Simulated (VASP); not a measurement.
# SiC (P1) in VASP: further runs

Runs on SiC. Level: PBE. Tasks: single point.

All numbers are computed with VASP 6.6.1; they aren't measurements. Logs are shortened: lines on timing, memory, paths and dates and some standing lists are left out, and cuts for length are marked.

### Step 1. The cell of the first run

The typed cell holds 8 atoms: a = 3.058 Å, b = 3.063 Å, c = 10.002 Å, α = 90.79°, β = 89.48°, γ = 119.16°.

### Step 2. Single point, PBE (atoms moved at random and the cell strained at random)

INCAR reads:

```
ALGO = Normal
EDIFF = 1E-7
ENCUT = 520
GGA = PE
ISIF = 2
ISMEAR = 0
LASPH = T
LCHARG = F
LREAL = F
LWAVE = F
NBANDS = 26
NELM = 80
PREC = Accurate
SIGMA = 0.05
```

KPOINTS reads:

```
k-points
0
Gamma
  12 12 4
```

POSCAR reads:

```
SiC
1.0
    3.0580829426      0.0212865152      0.0138907761
   -1.5106068083      2.6639914971     -0.0211967582
    0.0454821216     -0.0538815639     10.0020410321
Si C
4 4
Direct
    0.7103267101      0.3210814517      0.9211642381
    0.4195706042      0.7594404818      0.4371152662
   -0.1215442877     -0.0571559456      0.6674344650
    0.0016710303     -0.0345818977      0.1966572469
    0.6634064193      0.3298196670      0.7489852875
    0.3055852735      0.6713721785      0.2547663521
    0.0199694618      0.0320935700      0.5060345285
    0.0010147884     -0.0220695057      0.0198406157
```

Potentials or basis: VASP PAW PBE potentials, release 64 (Si, C).

Started as:

```sh
$ cat potpaw_PBE.64/Si/POTCAR potpaw_PBE.64/C/POTCAR > POTCAR
$ mpirun -np 1 vasp_std > vasp.out
```

OUTCAR:

```text
EDIFF = 1E-7
   ENCUT = 520
   GGA = PE
   ISIF = 2
   ISMEAR = 0
   LASPH = T
   LREAL = F
   NELM = 80
   PREC = Accurate

 ion  position               nearest neighbor table
   1  0.710  0.321  0.921-   5 1.73   8 1.96   8 2.01   8 2.13   3 2.92   3 3.08
   2  0.420  0.759  0.437-   7 1.75   6 1.85   7 1.90   7 2.07   3 2.62   4 2.87   4 2.95   3 3.03

   3  0.878  0.943  0.667-   7 1.66   5 1.80   5 1.86   5 2.25   2 2.62   1 2.92   2 3.03   1 3.08

   4  0.002  0.965  0.197-   6 1.69   8 1.77   6 1.95   6 1.97   2 2.87   2 2.95
   5  0.663  0.330  0.749-   1 1.73   3 1.80   3 1.86   3 2.25
   6  0.306  0.671  0.255-   4 1.69   2 1.85   4 1.95   4 1.97
   7  0.020  0.032  0.506-   3 1.66   2 1.75   2 1.90   2 2.07
   8  0.001  0.978  0.020-   4 1.77   1 1.96   1 2.01   1 2.13

  LATTYP: Found a triclinic cell.
 ALAT       =     3.0625533348
 B/A-ratio  =     1.0119878125
 C/A-ratio  =     3.2659968586
 COS(alpha) =     0.0047542046
 COS(beta)  =     0.0138498604
 COS(gamma) =     0.5074012232

  Lattice vectors:

 A1 = (  -1.5106068083,   2.6639914971,  -0.0211967582)
 A2 = (   1.5474761343,   2.6852780123,  -0.0073059821)
 A3 = (  -0.0454821216,   0.0538815639, -10.0020410321)

Analysis of symmetry for initial positions (statically):
=====================================================================
 Subroutine PRICEL returns:
 Original cell was already a primitive cell.

 Routine SETGRP: Setting up the symmetry group for a
 triclinic supercell.

 Subroutine GETGRP returns: Found  1 space group operations
 (whereof  1 operations were pure point group operations)
 out of a pool of  2 trial point group operations.

The static configuration has the point symmetry C_1 .

Analysis of symmetry for dynamics (positions and initial velocities):
=====================================================================
 Subroutine PRICEL returns:
 Original cell was already a primitive cell.

 Routine SETGRP: Setting up the symmetry group for a
 triclinic supercell.

 Subroutine GETGRP returns: Found  1 space group operations
 (whereof  1 operations were pure point group operations)
 out of a pool of  2 trial point group operations.

The dynamic configuration has the point symmetry C_1 .

 Subroutine INISYM returns: Found  1 space group operations
 (whereof  1 operations are pure point group operations),
 and found     1 'primitive' translations

----------------------------------------------------------------------------------------

                                     Primitive cell

  volume of cell :      81.8013

  direct lattice vectors                    reciprocal lattice vectors
     3.058082943  0.021286515  0.013890776     0.325718852  0.184693836 -0.000486180
    -1.510606808  2.663991497 -0.021196758    -0.002611904  0.373911624  0.002026160
     0.045482122 -0.053881564 10.002041032    -0.000457892  0.000535908  0.099984563

  length of vectors
     3.058188574  3.062553335 10.002289571     0.374439341  0.373926236  0.099987048

  position of ions in fractional coordinates (direct lattice)
     0.710326710  0.321081452  0.921164238
     0.419570604  0.759440482  0.437115266
     0.878455712  0.942844054  0.667434465
     0.001671030  0.965418102  0.196657247
     0.663406419  0.329819667  0.748985287
     0.305585274  0.671372179  0.254766352
     0.019969462  0.032093570  0.506034529
     0.001014788  0.977930494  0.019840616

  ion indices of the primitive-cell ions
   primitive index   ion index
                 1           1
                 2           2
                 3           3
                 4           4
                 5           5
                 6           6
                 7           7
                 8           8

----------------------------------------------------------------------------------------

 KPOINTS: k-points

Automatic generation of k-mesh.
 Grid dimensions read from file:
 generate k-points for:   12   12    4

 Generating k-lattice:

  Cartesian coordinates                     Fractional coordinates (reciprocal lattice)
     0.027143238  0.015391153 -0.000040515     0.083333333 -0.000000000  0.000000000
    -0.000217659  0.031159302  0.000168847     0.000000000  0.083333333 -0.000000000
    -0.000114473  0.000133977  0.024996141    -0.000000000  0.000000000  0.250000000

  Length of vectors
     0.031203278  0.031160520  0.024996762

  Shift w.r.t. Gamma in fractional coordinates (k-lattice)
     0.000000000  0.000000000  0.000000000

 Subroutine IBZKPT returns following result:
 ===========================================

 Found    292 irreducible k-points:

 Following reciprocal coordinates:
            Coordinates               Weight
  0.000000  0.000000  0.000000      1.000000
  0.083333  0.000000 -0.000000      2.000000
  0.166667 -0.000000  0.000000      2.000000
  0.250000  0.000000  0.000000      2.000000
  0.333333 -0.000000  0.000000      2.000000
  0.416667 -0.000000  0.000000      2.000000
[... 16 lines left out ...]
  0.250000  0.166667 -0.000000      2.000000
  0.333333  0.166667  0.000000      2.000000
 [... further k-points ...]
   k-points           NKPTS =    292   k-points in BZ     NKDIM =    292   number of bands    NBANDS=     26
   number of dos      NEDOS =    301   number of ions     NIONS =      8
   total plane-waves  NPLWV =  46080
   dimension x,y,z NGX =    24 NGY =   24 NGZ =   80
   dimension x,y,z NGXF=    48 NGYF=   48 NGZF=  160
   ions per type =               4   4
   NGX,Y,Z   is equivalent  to a cutoff of  13.05, 13.03, 13.30 a.u.
   NGXF,Y,Z  is equivalent  to a cutoff of  26.09, 26.06, 26.59 a.u.
 SYSTEM =  unknown system
   PREC   = accura    normal or accurate (medium, high low for compatibility)
   ISTART =      0    job   : 0-new  1-cont  2-samecut
   ICHARG =      2    charge: 1-file 2-atom 10-const
   ISPIN  =      1    spin polarized calculation?
   LNONCOLLINEAR =      F non collinear calculations
   LSORBIT =      F    spin-orbit coupling
   LASPH  =      T    aspherical Exc in radial PAW
   ENCUT  =  520.0 eV  38.22 Ry    6.18 a.u.   5.69  5.69 18.60*2*pi/ulx,y,z
   NELM   =     80;   NELMIN=  2; NELMDL= -5     # of ELM steps
   EDIFF  = 0.1E-06   stopping-criterion for ELM
   LREAL  =      F    real-space projection
   EDIFFG = 0.1E-05   stopping-criterion for IOM
   NSW    =      0    number of steps for IOM
   IBRION =     -1    ionic relax: 0-MD 1-quasi-New 2-CG
   NFREE  =      0    steps in history (QN), initial steepest desc. (CG)
   ISIF   =      2    stress and relaxation
   ISYM   =      2    0-nonsym 1-usesym 2-fastsym
   POTIM  = 0.5000    time-step for ionic-motion
   TEBEG  =    0.0;   TEEND  =   0.0 temperature during run
   PSTRESS=    0.0 pullay stress
   NELECT =      32.0000    total number of electrons
   NUPDOWN=      -1.0000    fix difference up-down
   EMIN   =  10.00;   EMAX   =-10.00  energy-range for DOS
   EFERMI =   0.00;   METHOD = LEGACY
   ISMEAR =     0;   SIGMA  =   0.05  broadening in eV -4-tet -1-fermi 0-gaus
   EFERMI_NEDOS =   21; number of points for ismear=-14 and -15
   IALGO  =     38    algorithm
   IMIX   =      4    mixing-type and parameters
     AMIX     =   0.40;   BMIX     =  1.00
     AMIX_MAG =   1.60;   BMIX_MAG =  1.00
  volume/ion in A,a.u.               =      10.23        69.00
  Fermi-wavevector in a.u.,A,eV,Ry     =   1.197305  2.262579 19.504490  1.433540
  Thomas-Fermi vector in A             =   2.333223
   LORBIT       =      0    0 simple, 1 ext, 2 COOP (PROOUT), +10 PAW based schemes
   GGA     = PE    functional components
   LHFCALC =     F    Hartree Fock is set to
   AEXX    =    0.0000 exact exchange contribution
   IVDW    =     0    specifies the selected vdW correction
   LEPSILON=     F    determine dielectric tensor
   LRPA    =     F    only Hartree local field effects (RPA)
 non-spin polarized calculation
 Gauss-broadening in eV      SIGMA  =   0.05
  energy-cutoff  :      520.00
  volume of cell :       81.80
 maximum number of plane-waves:      2224
   NGX = 11   NGY = 11   NGZ = 37

 number of electron      32.0000000 magnetization

 Free energy of the ion-electron system (eV)
  ---------------------------------------------------
  ext. energy  EPLUGINS =         0.00000000
  ---------------------------------------------------
  free energy    TOTEN  =       -56.62364107 eV

  energy without entropy =      -56.62296315  energy(sigma->0) =      -56.62330211

 E-fermi :   9.7523     XC(G=0): -11.4185

 val. band max:        9.7232317043   @ k =  -0.0000   0.4167  -0.0000
 cond. band min:       9.7555510321   @ k =   0.0000   0.5000   0.5000
 fundamental gap:      0.0323193277
 Fermi energy:         9.7523184781

 k-point     1 :       0.0000    0.0000    0.0000
  band No.  band energies     occupation
      1      -7.9113      2.00000
      2      -6.3367      2.00000
      3      -5.7234      2.00000
      4      -3.2112      2.00000
      5      -0.9368      2.00000
      6       3.4037      2.00000
[... 18 lines left out ...]
     25      16.0445      0.00000
     26      16.3482      0.00000

 k-point     2 :       0.0833    0.0000   -0.0000
  band No.  band energies     occupation
      1      -7.7933      2.00000
      2      -6.2235      2.00000
      3      -5.6123      2.00000
      4      -3.1147      2.00000
      5      -0.8289      2.00000
      6       3.4203      2.00000
[... 18 lines left out ...]
     25      16.1936      0.00000
     26      16.5159      0.00000

 k-point     3 :       0.1667   -0.0000    0.0000
  band No.  band energies     occupation
      1      -7.4425      2.00000
      2      -5.8889      2.00000
      3      -5.2847      2.00000
      4      -2.8364      2.00000
      5      -0.5146      2.00000
      6       3.2412      2.00000
[... 18 lines left out ...]
     25      16.4138      0.00000
     26      16.7855      0.00000

 k-point     4 :       0.2500    0.0000    0.0000
  band No.  band energies     occupation
      1      -6.8710      2.00000
      2      -5.3518      2.00000
      3      -4.7624      2.00000
      4      -2.4218      2.00000
      5      -0.0421      2.00000
      6       2.0605      2.00000
[... 18 lines left out ...]
     25      16.6833      0.00000
     26      17.0464      0.00000

 k-point     5 :       0.3333   -0.0000    0.0000
  band No.  band energies     occupation
      1      -6.1088      2.00000
      2      -4.6641      2.00000
      3      -4.1032      2.00000
      4      -2.0081      2.00000
      5       0.1750      2.00000
      6       1.0296      2.00000
[... 18 lines left out ...]
     25      16.5683      0.00000
     26      17.3084      0.00000

 k-point     6 :       0.4167   -0.0000    0.0000
  band No.  band energies     occupation
      1      -5.2448      2.00000
      2      -3.9987      2.00000
      3      -3.4791      2.00000
      4      -1.9019      2.00000
      5      -0.6131      2.00000
      6       0.7697      2.00000
[... 427 lines left out ...]
 k-point    21 :       0.0833    0.1667    0.0000
  band No.  band energies     occupation
      1      -7.1250      2.00000
      2      -5.5741      2.00000
      3      -4.9699      2.00000
      4      -2.5780      2.00000
      5      -0.2194      2.00000
      6       2.9790      2.00000
[... 18 lines left out ...]
     25      16.4926      0.00000
     26      16.8622      0.00000

 k-point    22 :       0.1667    0.1667    0.0000
  band No.  band energies     occupation
      1      -6.5788      2.00000
      2      -5.0620      2.00000
      3      -4.4724      2.00000
      4      -2.2016      2.00000
      5       0.2259      2.00000
      6       2.1140      2.00000
[... 18 lines left out ...]
     25      16.4569      0.00000
     26      16.7294      0.00000

 k-point    23 :       0.2500    0.1667   -0.0000
  band No.  band energies     occupation
      1      -5.8502      2.00000
      2      -4.4056      2.00000
      3      -3.8494      2.00000
      4      -1.8331      2.00000
      5       0.4701      2.00000
      6       1.2505      2.00000
[... 18 lines left out ...]
     25      16.5680      0.00000
     26      17.1808      0.00000

 k-point    24 :       0.3333    0.1667    0.0000
  band No.  band energies     occupation
      1      -5.0267      2.00000
      2      -3.7623      2.00000
      3      -3.2731      2.00000
      4      -1.7198      2.00000
      5      -0.2597      2.00000
      6       1.0006      2.00000
[... 18 lines left out ...]
     25      16.8593      0.00000
     26      17.2500      0.00000

 [... further k-points ...]

------------------------ aborting loop because EDIFF is reached ----------------------------------------

  FORCE on cell =-STRESS in cart. coord.  units (eV):
  Direction    XX          YY          ZZ          XY          YZ          ZX
  --------------------------------------------------------------------------------------
  -------------------------------------------------------------------------------------
  Total        7.3223947      0.5866903     15.2264577     -2.8271775     -0.5838322      1.2321857
  in kB      143.4180333     11.4910460    298.2287493    -55.3737197    -11.4350656     24.1338611
  external PRESSURE =     151.0459429 kB  Pullay stress =       0.0000000 kB

 VOLUME and BASIS-vectors are now :
 -----------------------------------------------------------------------------
  energy-cutoff  :      520.00
  volume of cell :       81.80
      direct lattice vectors                 reciprocal lattice vectors
     3.058082943  0.021286515  0.013890776     0.325718852  0.184693836 -0.000486180
    -1.510606808  2.663991497 -0.021196758    -0.002611904  0.373911624  0.002026160
     0.045482122 -0.053881564 10.002041032    -0.000457892  0.000535908  0.099984563

 POSITION                                       TOTAL-FORCE (eV/Angst)
 -----------------------------------------------------------------------------------
      1.72911      0.82084      9.21658        -0.856142      0.039806      6.983675
      0.15575      2.00852      4.36178        -3.069323     -2.750247     -0.787617
      1.29248      2.49447      6.66792         2.158415      0.314656      6.938614
     -1.44431      2.56130      1.94653        -3.859332      2.589163     -1.352618
      1.56459      0.85240      7.49361        -1.806358     -0.304165     -3.174163
     -0.06809      1.78131      2.53820         4.419037     -2.071748      1.914931
      0.03560      0.05866      5.06098         2.432086      2.161941     -4.581058
     -1.47326      2.60415      0.17773         0.581617      0.020595     -5.941764
 -----------------------------------------------------------------------------------
    total drift:                                0.000014      0.000215      0.000061

  FREE ENERGIE OF THE ION-ELECTRON SYSTEM (eV)
  ---------------------------------------------------
  free  energy   TOTEN  =       -56.6236410655 eV

  energy  without entropy=      -56.6229631509  energy(sigma->0) =      -56.62330211
```

Run time: 8.5 min. Hardware: 1 thread of Intel Xeon Platinum 8259CL at 2.50GHz (Skylake/Cascade Lake), shared host; peak memory 0.53 GiB.

Results:

```yaml
Free_energy: -56.6236 eV
Pressure: 15.1 GPa
Largest_force: 7.273 eV/Å
Band_gap_on_the_k_mesh: zero (band 16 reaches 9.94 eV, above the bottom of band 17 at 9.39 eV)
```

Forces in eV/Å, atoms in the order of the input:
```
Si  -0.856  0.040  6.984
Si  -3.069 -2.750 -0.788
Si   2.158  0.315  6.939
Si  -3.859  2.589 -1.353
C   -1.806 -0.304 -3.174
C    4.419 -2.072  1.915
C    2.432  2.162 -4.581
C    0.582  0.021 -5.942
```

Caveat: the cell differs from its parent crystal (atoms moved at random and the cell strained at random); forces of over 1 eV/Å act on the atoms, so gaps and moduli don't describe the material at rest.

### Step 3. Single point, PBE (atoms moved at random and the cell strained at random)

INCAR reads:

```
SYSTEM = SiC
PREC     = Accurate       ! precision mode
ENCUT    = 520            ! plane-wave cutoff, eV
EDIFF    = 1E-6           ! SCF threshold, eV
ISMEAR   = 0              ! smearing method
SIGMA    = 0.05           ! smearing width, eV
LREAL    = .FALSE.        ! projectors in reciprocal space
LASPH    = .TRUE.         ! aspherical terms in the spheres
NELM     = 80             ! most SCF steps
ALGO     = Normal         ! electronic algorithm
ISIF     = 2              ! what is computed and relaxed
LWAVE    = .FALSE.        ! write WAVECAR
LCHARG   = .TRUE.         ! write CHGCAR
GGA      = PE             ! functional
LELF     = .TRUE.         ! ELF
LVHAR    = .TRUE.       
NBANDS   = 26             ! bands
```

KPOINTS reads:

```
regular mesh
0
G
  12 12 4
  0 0 0
```

POSCAR reads:

```
SiC
1.0
    2.9908455788      0.1689860783     -0.2513160504
   -1.3490765526      2.6066894424      0.1274433559
   -0.8228760648      0.0067499761     10.4988709509
Si C
4 4
Direct
    0.6342132562      0.4046002601      0.9396448644
    0.4477016565      0.7419940784      0.4535220953
   -0.0754323634     -0.0605782902      0.7029791515
    0.0768264972      0.0638286613      0.1698879863
    0.6284114114      0.2686456929      0.7565373077
    0.3237300150      0.6289433089      0.2331847189
   -0.0443947375     -0.0780640479      0.5016680233
    0.0089442645      0.0306303365     -0.0054261474
```

Potentials or basis: VASP PAW PBE potentials, release 64 (Si, C).

Started as:

```sh
$ cat potpaw_PBE.64/Si/POTCAR potpaw_PBE.64/C/POTCAR > POTCAR
$ mpirun -np 1 vasp_std > vasp.out
```

Wall time 7.7 min (1 thread of Intel Xeon Platinum 8259CL at 2.50GHz (Skylake/Cascade Lake), shared host); peak memory 0.54 GiB.

It converged, with:

```yaml
Free_energy: -52.3515 eV
Pressure: 25.7 GPa
Largest_force: 23.208 eV/Å
Band_gap_on_the_k_mesh: zero (band 16 reaches 9.52 eV, above the bottom of band 17 at 8.77 eV)
```

Forces in eV/Å, atoms in the order of the input:
```
Si    1.355  -2.272  -1.043
Si  -19.399  -9.838  -8.092
Si    2.977  -0.768  -2.492
Si   -0.949  -4.632   0.869
C    -3.459   1.923   0.942
C     1.399   4.585   3.231
C    18.692   9.299   7.035
C    -0.616   1.704  -0.450
```

Stress tensor (GPa, compression positive):
```
51.85 -2.90 30.39
-2.90 25.07 10.24
30.39 10.24  0.30
```

Levels at points of the mesh, in eV from the Fermi level:
```
           k point  band 14  band 15  band 16  band 17  band 18  band 19
(0.00, 0.00, 0.00)    -0.83    -0.55     0.21     2.75     3.12     3.48
(0.50, 0.00, 0.00)    -2.71    -2.24    -1.55     0.28     1.57     2.70
(0.00, 0.50, 0.00)    -3.45    -1.92    -1.29     0.34     1.47     2.54
(0.50, 0.50, 0.00)    -3.41    -2.48    -1.73    -0.53    -0.19     0.62
(0.00, 0.00, 0.50)    -1.38    -0.57     0.22     2.85     3.25     3.60
(0.50, 0.00, 0.50)    -3.11    -2.30    -1.88     1.05     1.95     2.61
(0.00, 0.50, 0.50)    -3.13    -2.65    -1.33     1.08     1.58     2.42
(0.50, 0.50, 0.50)    -3.12    -2.56    -2.39    -0.51     0.09     1.00
```

Caveat: the cell differs from its parent crystal (atoms moved at random and the cell strained at random); forces of over 1 eV/Å act on the atoms, so gaps and moduli don't describe the material at rest.
